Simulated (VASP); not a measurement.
# Ge (P6_3/mmc) in VASP: further runs

Ge is run at these levels: r2SCAN; tasks: single point.

Everything below comes from runs of VASP 6.6.1. Logs are shortened: lines on timing, memory, paths and dates and some standing lists are left out, and cuts for length are marked.

## (1) The cell of the first run

Symmetry: P6_3/mmc, No. 194, hexagonal system. The conventional cell has a = 4.035 Å, b = 4.035 Å, c = 6.559 Å, α = 90.00°, β = 90.00°, γ = 120.00°. Within 3.3 Å of Ge (site symmetry 3m) lie 4 Ge at 2.47 Å.

This isn't the form of Ge at room conditions, which is diamond.

## (2) Single point, r2SCAN (strained cell)

File POSCAR:

```
Ge
1.0
    4.0346525823      0.0000000000      0.0000000000
   -2.0173262911      3.4941116317      0.0000000000
    0.0000000000      0.0000000000      6.5594896193
Ge
4
Direct
    0.3333333333      0.6666666667     -0.0009967892
    0.6666666667      0.3333333333      0.4990032108
    0.3333333333      0.6666666667      0.3749967892
    0.6666666667      0.3333333333      0.8749967892
```

File INCAR.step1:

```
SYSTEM = Ge
  ALGO = Normal
  EDIFF = 1E-5
  ENCUT = 550
  GGA = PE
  GGA_COMPAT = .FALSE.
  ISMEAR = 0
  LASPH = .TRUE.
  LCHARG = .FALSE.
  LREAL = .FALSE.
  LWAVE = .TRUE.
  NBANDS = 36
  NELM = 120
  PREC = Accurate
  SIGMA = 0.01
```

File INCAR.step2:

```
SYSTEM = Ge
  ALGO = Normal
  EDIFF = 1E-6
  ENCUT = 550
  GGA_COMPAT = .FALSE.
  ISIF = 2
  ISMEAR = 0
  ISTART = 1
  LASPH = .TRUE.
  LCHARG = .FALSE.
  LMIXTAU = .TRUE.
  LREAL = .FALSE.
  LWAVE = .FALSE.
  METAGGA = R2SCAN
  NBANDS = 36
  NELM = 120
  PREC = Accurate
  SIGMA = 0.01
```

File KPOINTS:

```
k-points
0
G
  9 9 6
  0 0 0
```

Potentials or basis: VASP PAW PBE potentials, release 64 (Ge_d).

On the command line:

```bash
cat potpaw_PBE.64/Ge_d/POTCAR > POTCAR
cp INCAR.step1 INCAR
mpirun -np 1 vasp_std > vasp.out
cp INCAR.step2 INCAR
mpirun -np 1 vasp_std > vasp.out
```

OUTCAR:

```text
SYSTEM = Ge
   EDIFF = 1E-6
   ENCUT = 550
   ISIF = 2
   ISMEAR = 0
   ISTART = 1
   LASPH = .TRUE.
   LREAL = .FALSE.
   METAGGA = R2SCAN
   NELM = 120
   PREC = Accurate

 ion  position               nearest neighbor table
   1  0.333  0.667  0.999-   3 2.47   4 2.47   4 2.47   4 2.47
   2  0.667  0.333  0.499-   4 2.47   3 2.47   3 2.47   3 2.47
   3  0.333  0.667  0.375-   1 2.47   2 2.47   2 2.47   2 2.47
   4  0.667  0.333  0.875-   2 2.47   1 2.47   1 2.47   1 2.47

  LATTYP: Found a hexagonal cell.
 ALAT       =     4.0346525823
 C/A-ratio  =     1.6257879670

  Lattice vectors:

 A1 = (   4.0346525823,   0.0000000000,   0.0000000000)
 A2 = (  -2.0173262911,   3.4941116317,   0.0000000000)
 A3 = (   0.0000000000,   0.0000000000,   6.5594896193)

Analysis of symmetry for initial positions (statically):
=====================================================================
 Subroutine PRICEL returns:
 Original cell was already a primitive cell.

 Routine SETGRP: Setting up the symmetry group for a
 hexagonal supercell.

 Subroutine GETGRP returns: Found 24 space group operations
 (whereof  6 operations were pure point group operations)
 out of a pool of 24 trial point group operations.

The static configuration has the point symmetry C_3v.
 The point group associated with its full space group is D_6h.

Analysis of symmetry for dynamics (positions and initial velocities):
=====================================================================
 Subroutine PRICEL returns:
 Original cell was already a primitive cell.

 Routine SETGRP: Setting up the symmetry group for a
 hexagonal supercell.

 Subroutine GETGRP returns: Found 24 space group operations
 (whereof  6 operations were pure point group operations)
 out of a pool of 24 trial point group operations.

The dynamic configuration has the point symmetry C_3v.
 The point group associated with its full space group is D_6h.

 Subroutine INISYM returns: Found 24 space group operations
 (whereof  6 operations are pure point group operations),
 and found     1 'primitive' translations

----------------------------------------------------------------------------------------

                                     Primitive cell

  volume of cell :      92.4726

  direct lattice vectors                    reciprocal lattice vectors
     4.034652582  0.000000000  0.000000000     0.247852815  0.143097889  0.000000000
    -2.017326291  3.494111632  0.000000000     0.000000000  0.286195779  0.000000000
     0.000000000  0.000000000  6.559489619     0.000000000  0.000000000  0.152450885

  length of vectors
     4.034652582  4.034652582  6.559489619     0.286195779  0.286195779  0.152450885

  position of ions in fractional coordinates (direct lattice)
     0.333333333  0.666666667  0.999003211
     0.666666667  0.333333333  0.499003211
     0.333333333  0.666666667  0.374996789
     0.666666667  0.333333333  0.874996789

  ion indices of the primitive-cell ions
   primitive index   ion index
                 1           1
                 2           2
                 3           3
                 4           4

----------------------------------------------------------------------------------------

 KPOINTS: k-points

Automatic generation of k-mesh.
 Grid dimensions read from file:
 generate k-points for:    9    9    6

 Generating k-lattice:

  Cartesian coordinates                     Fractional coordinates (reciprocal lattice)
     0.027539202  0.015899765  0.000000000     0.111111111 -0.000000000  0.000000000
     0.000000000  0.031799531  0.000000000     0.000000000  0.111111111  0.000000000
     0.000000000  0.000000000  0.025408481     0.000000000  0.000000000  0.166666667

  Length of vectors
     0.031799531  0.031799531  0.025408481

  Shift w.r.t. Gamma in fractional coordinates (k-lattice)
     0.000000000  0.000000000  0.000000000

 Subroutine IBZKPT returns following result:
 ===========================================

 Found     48 irreducible k-points:

 Following reciprocal coordinates:
            Coordinates               Weight
  0.000000  0.000000  0.000000      1.000000
  0.111111 -0.000000  0.000000      6.000000
  0.222222 -0.000000  0.000000      6.000000
  0.333333 -0.000000  0.000000      6.000000
  0.444444 -0.000000  0.000000      6.000000
  0.111111  0.111111  0.000000      6.000000
[... 16 lines left out ...]
  0.333333  0.222222  0.166667     24.000000
  0.333333  0.333333  0.166667      4.000000
 [... further k-points ...]
   k-points           NKPTS =     48   k-points in BZ     NKDIM =     48   number of bands    NBANDS=     36
   number of dos      NEDOS =    301   number of ions     NIONS =      4
   total plane-waves  NPLWV =  51200
   dimension x,y,z NGX =    32 NGY =   32 NGZ =   50
   dimension x,y,z NGXF=    64 NGYF=   64 NGZF=  100
   ions per type =               4
   NGX,Y,Z   is equivalent  to a cutoff of  13.19, 13.19, 12.67 a.u.
   NGXF,Y,Z  is equivalent  to a cutoff of  26.37, 26.37, 25.34 a.u.
 SYSTEM =  Ge
   PREC   = accura    normal or accurate (medium, high low for compatibility)
   ISTART =      1    job   : 0-new  1-cont  2-samecut
   ICHARG =      0    charge: 1-file 2-atom 10-const
   ISPIN  =      1    spin polarized calculation?
   LNONCOLLINEAR =      F non collinear calculations
   LSORBIT =      F    spin-orbit coupling
   LASPH  =      T    aspherical Exc in radial PAW
   ENCUT  =  550.0 eV  40.42 Ry    6.36 a.u.   7.72  7.72 12.54*2*pi/ulx,y,z
   NELM   =    120;   NELMIN=  2; NELMDL=  0     # of ELM steps
   EDIFF  = 0.1E-05   stopping-criterion for ELM
   LREAL  =      F    real-space projection
   EDIFFG = 0.1E-04   stopping-criterion for IOM
   NSW    =      0    number of steps for IOM
   IBRION =     -1    ionic relax: 0-MD 1-quasi-New 2-CG
   NFREE  =      0    steps in history (QN), initial steepest desc. (CG)
   ISIF   =      2    stress and relaxation
   ISYM   =      2    0-nonsym 1-usesym 2-fastsym
   POTIM  = 0.5000    time-step for ionic-motion
   TEBEG  =    0.0;   TEEND  =   0.0 temperature during run
   PSTRESS=    0.0 pullay stress
   NELECT =      56.0000    total number of electrons
   NUPDOWN=      -1.0000    fix difference up-down
   EMIN   =  10.00;   EMAX   =-10.00  energy-range for DOS
   EFERMI =   0.00;   METHOD = LEGACY
   ISMEAR =     0;   SIGMA  =   0.01  broadening in eV -4-tet -1-fermi 0-gaus
   EFERMI_NEDOS =   21; number of points for ismear=-14 and -15
   IALGO  =     38    algorithm
   IMIX   =      4    mixing-type and parameters
     AMIX     =   0.40;   BMIX     =  1.00
     AMIX_MAG =   1.60;   BMIX_MAG =  1.00
  volume/ion in A,a.u.               =      23.12       156.01
  Fermi-wavevector in a.u.,A,eV,Ry     =   1.385053  2.617371 26.101048  1.918373
  Thomas-Fermi vector in A             =   2.509500
   LORBIT       =      0    0 simple, 1 ext, 2 COOP (PROOUT), +10 PAW based schemes
   METAGGA = R2SCAN    functional components
   LHFCALC =     F    Hartree Fock is set to
   AEXX    =    0.0000 exact exchange contribution
   IVDW    =     0    specifies the selected vdW correction
   LEPSILON=     F    determine dielectric tensor
   LRPA    =     F    only Hartree local field effects (RPA)
 non-spin polarized calculation
 Gauss-broadening in eV      SIGMA  =   0.01
  energy-cutoff  :      550.00
  volume of cell :       92.47
 maximum number of plane-waves:      2738
 NGX is ok and might be reduce to    32
   NGX = 15   NGY = 15   NGZ = 25

 number of electron      55.9999982 magnetization

 Free energy of the ion-electron system (eV)
  ---------------------------------------------------
  ext. energy  EPLUGINS =         0.00000000
  ---------------------------------------------------
  free energy    TOTEN  =       -55.40658370 eV

  energy without entropy =      -55.40656048  energy(sigma->0) =      -55.40657209

 E-fermi :   4.7141     XC(G=0): -10.7042

 val. band max:        4.6190444117   @ k =   0.0000   0.0000   0.0000
 cond. band min:       4.7140527853   @ k =   0.0000   0.0000   0.1667
 fundamental gap:      0.0950083735
 Fermi energy:         4.7140523403

 k-point     1 :       0.0000    0.0000    0.0000
  band No.  band energies     occupation
      1     -20.8991      2.00000
      2     -20.8991      2.00000
      3     -20.8725      2.00000
      4     -20.8595      2.00000
      5     -20.8595      2.00000
      6     -20.8523      2.00000
[... 28 lines left out ...]
     35       9.4387      0.00000
     36      11.2838      0.00000

 k-point     2 :       0.1111   -0.0000    0.0000
  band No.  band energies     occupation
      1     -20.9079      2.00000
      2     -20.9020      2.00000
      3     -20.8786      2.00000
      4     -20.8642      2.00000
      5     -20.8600      2.00000
      6     -20.8428      2.00000
[... 28 lines left out ...]
     35       9.9885      0.00000
     36      11.3707      0.00000

 k-point     3 :       0.2222   -0.0000    0.0000
  band No.  band energies     occupation
      1     -20.9190      2.00000
      2     -20.9067      2.00000
      3     -20.8897      2.00000
      4     -20.8729      2.00000
      5     -20.8582      2.00000
      6     -20.8319      2.00000
[... 28 lines left out ...]
     35      10.8654      0.00000
     36      11.3307      0.00000

 k-point     4 :       0.3333   -0.0000    0.0000
  band No.  band energies     occupation
      1     -20.9230      2.00000
      2     -20.9095      2.00000
      3     -20.9009      2.00000
      4     -20.8797      2.00000
      5     -20.8510      2.00000
      6     -20.8246      2.00000
[... 28 lines left out ...]
     35      11.9964      0.00000
     36      12.3007      0.00000

 k-point     5 :       0.4444   -0.0000    0.0000
  band No.  band energies     occupation
      1     -20.9205      2.00000
      2     -20.9105      2.00000
      3     -20.9104      2.00000
      4     -20.8830      2.00000
      5     -20.8416      2.00000
      6     -20.8211      2.00000
[... 655 lines left out ...]
 k-point    22 :       0.2222    0.2222    0.1667
  band No.  band energies     occupation
      1     -20.9194      2.00000
      2     -20.9178      2.00000
      3     -20.9016      2.00000
      4     -20.8967      2.00000
      5     -20.8336      2.00000
      6     -20.8091      2.00000
[... 28 lines left out ...]
     35      11.2442      0.00000
     36      11.9051      0.00000

 k-point    23 :       0.3333    0.2222    0.1667
  band No.  band energies     occupation
      1     -20.9230      2.00000
      2     -20.9158      2.00000
      3     -20.9096      2.00000
      4     -20.9034      2.00000
      5     -20.8145      2.00000
      6     -20.7899      2.00000
[... 28 lines left out ...]
     35      12.2746      0.00000
     36      12.5080      0.00000

 k-point    24 :       0.3333    0.3333    0.1667
  band No.  band energies     occupation
      1     -20.9265      2.00000
      2     -20.9136      2.00000
      3     -20.9136      2.00000
      4     -20.9079      2.00000
      5     -20.7943      2.00000
      6     -20.7943      2.00000
[... 28 lines left out ...]
     35      12.0282      0.00000
     36      12.0282      0.00000

 [... further k-points ...]

------------------------ aborting loop because EDIFF is reached ----------------------------------------

  FORCE on cell =-STRESS in cart. coord.  units (eV):
  Direction    XX          YY          ZZ          XY          YZ          ZX
  --------------------------------------------------------------------------------------
  -------------------------------------------------------------------------------------
  Total       -0.8774159     -0.8774159      0.3945364     -0.0000000     -0.0000000      0.0000000
  in kB      -15.2020834    -15.2020834      6.8357276     -0.0000000     -0.0000000      0.0000000
  external PRESSURE =      -7.8561464 kB  Pullay stress =       0.0000000 kB

 VOLUME and BASIS-vectors are now :
 -----------------------------------------------------------------------------
  energy-cutoff  :      550.00
  volume of cell :       92.47
      direct lattice vectors                 reciprocal lattice vectors
     4.034652582  0.000000000  0.000000000     0.247852815  0.143097889  0.000000000
    -2.017326291  3.494111632  0.000000000     0.000000000  0.286195779  0.000000000
     0.000000000  0.000000000  6.559489619     0.000000000  0.000000000  0.152450885

 POSITION                                       TOTAL-FORCE (eV/Angst)
 -----------------------------------------------------------------------------------
     -0.00000      2.32941      6.55295         0.000000      0.000000     -0.001291
      2.01733      1.16470      3.27321         0.000000      0.000000     -0.001291
     -0.00000      2.32941      2.45979        -0.000000     -0.000000      0.001291
      2.01733      1.16470      5.73953         0.000000     -0.000000      0.001291
 -----------------------------------------------------------------------------------
    total drift:                               -0.000000     -0.000000      0.001147

  FREE ENERGIE OF THE ION-ELECTRON SYSTEM (eV)
  ---------------------------------------------------
  free  energy   TOTEN  =       -55.4065836995 eV

  energy  without entropy=      -55.4065604756  energy(sigma->0) =      -55.40657209
```

Wall time 14 min (1 thread of Oxide Virtual Turin-like, shared host); peak memory 0.26 GiB.

Results:

| Property | Result |
| --- | --- |
| Free energy | -55.4066 eV |
| Pressure | -0.8 GPa |
| Band gap on the k mesh | zero (bands 28 and 29 overlap by 0.03 eV) |

Caveat: the cell differs from its parent crystal (strained cell); semilocal functionals underestimate gaps, and a narrow one can read as zero; the PAW data sets were made with another functional, which shifts forces and pressure a little.

## (3) Single point, r2SCAN (strained cell)

File POSCAR:

```
Ge
1.0
    4.0346525823      0.0000000000      0.0000000000
   -2.0173262911      3.4941116317      0.0000000000
    0.0000000000      0.0000000000      6.5843573259
Ge
4
Direct
    0.3333333333      0.6666666667     -0.0007769347
    0.6666666667      0.3333333333      0.4992230653
    0.3333333333      0.6666666667      0.3747769347
    0.6666666667      0.3333333333      0.8747769347
```

File INCAR.step1:

```
ALGO     = Normal         # electronic algorithm
EDIFF    = 1E-5           # SCF threshold, eV
ENCUT    = 550            # plane-wave cutoff, eV
GGA      = PE             # functional
GGA_COMPAT= F            
ISMEAR   = 0              # smearing method
LASPH    = T              # aspherical terms in the spheres
LCHARG   = F              # write CHGCAR
LREAL    = F              # projectors in reciprocal space
LWAVE    = T              # write WAVECAR
NBANDS   = 36             # bands
NELM     = 120            # most SCF steps
PREC     = Accurate       # precision mode
SIGMA    = 0.01           # smearing width, eV
```

File INCAR.step2:

```
ALGO     = Normal         # electronic algorithm
EDIFF    = 1E-6           # SCF threshold, eV
ENCUT    = 550            # plane-wave cutoff, eV
GGA_COMPAT= F            
ISIF     = 2              # what is computed and relaxed
ISMEAR   = 0              # smearing method
ISTART   = 1            
LASPH    = T              # aspherical terms in the spheres
LCHARG   = F              # write CHGCAR
LMIXTAU  = T            
LREAL    = F              # projectors in reciprocal space
LWAVE    = F              # write WAVECAR
METAGGA  = R2SCAN         # meta-GGA
NBANDS   = 36             # bands
NELM     = 120            # most SCF steps
PREC     = Accurate       # precision mode
SIGMA    = 0.01           # smearing width, eV
```

File KPOINTS:

```
k-points
0
Gamma
  9 9 6
```

Potentials or basis: VASP PAW PBE potentials, release 64 (Ge_d).

On the command line:

```bash
cat potpaw_PBE.64/Ge_d/POTCAR > POTCAR
cp INCAR.step1 INCAR
mpirun -np 1 vasp_std > vasp.out
cp INCAR.step2 INCAR
mpirun -np 1 vasp_std > vasp.out
```

It took 12 min on 1 thread of Oxide Virtual Turin-like, shared host; peak memory 0.26 GiB.

The run converged. Its results:

- Free energy: -55.4074 eV
- Pressure: -1.0 GPa
- Band gap on the k mesh: zero (filled and empty bands touch)

Stress tensor (GPa, compression positive):
```
-1.60  0.00  0.00
 0.00 -1.60  0.00
 0.00  0.00  0.06
```

Levels at points of the mesh, in eV from the Fermi level:
```
           k point  band 26  band 27  band 28  band 29  band 30  band 31
(0.00, 0.00, 0.00)    -0.20    -0.09     0.00     0.00     0.15     2.28
(0.00, 0.00, 0.50)    -1.03    -1.03    -1.03     0.71     0.71     3.45
```

Caveat: the cell differs from its parent crystal (strained cell); semilocal functionals underestimate gaps, and a narrow one can read as zero; the PAW data sets were made with another functional, which shifts forces and pressure a little.

## (4) Single point, r2SCAN (strained cell)

File POSCAR:

```
Ge
1.0
    4.0346525823      0.0000000000      0.0000000000
   -2.0173262911      3.4941116317      0.0000000000
    0.0000000000      0.0000000000      6.5824805401
Ge
4
Direct
    0.3333333333      0.6666666667     -0.0007944314
    0.6666666667      0.3333333333      0.4992055686
    0.3333333333      0.6666666667      0.3747944314
    0.6666666667      0.3333333333      0.8747944314
```

File INCAR.step1:

```
SYSTEM = Ge
  PREC = Accurate
  ENCUT = 550
  ISMEAR = 0
  SIGMA = 0.01
  LREAL = .FALSE.
  LASPH = .TRUE.
  NELM = 120
  NBANDS = 36
  GGA = PE
  ALGO = Normal
  EDIFF = 1E-5
  LWAVE = .TRUE.
  LCHARG = .FALSE.
  GGA_COMPAT = .FALSE.
```

File INCAR.step2:

```
SYSTEM = Ge
  PREC = Accurate
  ENCUT = 550
  EDIFF = 1E-6
  ISMEAR = 0
  SIGMA = 0.01
  LREAL = .FALSE.
  LASPH = .TRUE.
  NELM = 120
  ALGO = Normal
  ISIF = 2
  LWAVE = .FALSE.
  LCHARG = .TRUE.
  METAGGA = R2SCAN
  LMIXTAU = .TRUE.
  LELF = .TRUE.
  LVHAR = .TRUE.
  NBANDS = 36
  ISTART = 1
  GGA_COMPAT = .FALSE.
```

File KPOINTS:

```
regular mesh
0
G
  9 9 6
  0 0 0
```

On the command line:

```bash
cat potpaw_PBE.64/Ge_d/POTCAR > POTCAR
cp INCAR.step1 INCAR
mpirun -np 1 vasp_std > vasp.out
cp INCAR.step2 INCAR
mpirun -np 1 vasp_std > vasp.out
```

Run time: 14 min. Hardware: 1 thread of Oxide Virtual Turin-like, shared host; peak memory 0.27 GiB.

It converged, with:

* Free energy: -55.4074 eV
* Pressure: -1.0 GPa
* Band gap on the k mesh: zero (filled and empty bands overlap)

Stress tensor (GPa, compression positive):
```
-1.59  0.00  0.00
 0.00 -1.59  0.00
 0.00  0.00  0.10
```

Levels at points of the mesh, in eV from the Fermi level:
| k point | band 26 | band 27 | band 28 | band 29 | band 30 | band 31 |
| --- | --- | --- | --- | --- | --- | --- |
| (0.00, 0.00, 0.00) | -0.20 | -0.09 | 0.01 | 0.01 | 0.15 | 2.28 |
| (0.00, 0.00, 0.50) | -1.03 | -1.03 | -1.03 | 0.71 | 0.71 | 3.45 |

Caveat: the cell differs from its parent crystal (strained cell); semilocal functionals underestimate gaps, and a narrow one can read as zero; the PAW data sets were made with another functional, which shifts forces and pressure a little.

(Part 1 of 2 ends here.)

The gap in the log of VASP goes by the Fermi energy; the results here count the filled bands.